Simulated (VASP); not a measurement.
# MgO: G0W0 quasiparticle levels with PBE

Crystal: MgO.

```
CELL_PARAMETERS angstrom
0.09472 2.28544 2.28544
2.28544 0.09472 2.28544
2.28544 2.28544 0.09472
ATOMIC_POSITIONS crystal
Mg 0.00389 0.00389 0.00389
O 0.24611 0.24611 0.24611
```

| Quantity | Value |
| --- | --- |
| Program | VASP 6.6.1 |
| Task | G0W0 quasiparticle levels |
| Functional | PBE |
| Potentials or basis | VASP PAW PBE potentials, release 64 (Mg_GW, O_GW) |
| Cutoff | 500 eV |
| k mesh | 6 × 6 × 6 |
| Occupations | gaussian, width 0.01 eV |
| Spin | no spin polarisation |
| Dipole correction | no |
| GW scheme | G0W0 |
| GW iterations | 1 |
| Cutoff of the response function | 150 |
| Frequency points | 96 |
| Empty bands | 93 |
| Further INCAR settings | ALGO = EVGW0; EDIFF = 1e-08; NBANDS = 97 |

```yaml
Quasiparticle_gap: 6.04 eV
Least_direct_quasiparticle_gap: 6.04 eV
Band_gap_of_the_starting_levels_on_the_mesh: 3.79 eV
Least_direct_gap_of_the_starting_levels_on_the_mesh: 3.79 eV
```

Wall time 3.6 min on 1 thread of Intel(R) Xeon(R) 6975P-C (Granite Rapids), on a shared host, peak memory 0.48 GiB.

Caveat: the k points lie up to 0.41 Å⁻¹ apart; bands, screening cutoff and mesh are small and nothing is extrapolated, so the quasiparticle values aren't converged; the structure was generated, so it needn't be the stable form of MgO.
